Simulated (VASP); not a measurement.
A run of VASP 6.6.1 is set up as follows.

The input INCAR:

```
  PREC = Accurate
  ENCUT = 500
  EDIFF = 1E-6
  ISMEAR = -1
  SIGMA = 0.05
  LREAL = F
  LASPH = T
  NELM = 120
  ALGO = Normal
  ISIF = 2
  LWAVE = F
  LCHARG = F
  GGA = RE
  IVDW = 13
  NBANDS = 20
  GGA_COMPAT = F
```

Contents of KPOINTS:

```
regular mesh
0
Gamma
  9 9 5
```

The input POSCAR:

```
In
1.0
    3.3380697158      0.0000000000      0.0000000000
   -1.6690348579      2.8908531735      0.0000000000
    0.0000000000      0.0000000000      5.4496424300
In
2
Direct
    0.6666666667      0.3333333333      0.7500000000
    0.3333333333      0.6666666667      0.2500000000
```

Potentials or basis: VASP PAW PBE potentials, release 64 (In_d).

Launch:

```bash
$ cat potpaw_PBE.64/In_d/POTCAR > POTCAR
$ mpirun -np 1 vasp_std > vasp.out
```

Task: Predict the band gap on the k mesh.

Result: Zero (bands 13 and 14 overlap by 4.17 eV).

Task: What does it give for the dispersion energy per atom?

Result: -0.505 eV.

Caveat: spin-orbit coupling is left out, which moves the levels of the heavy elements.
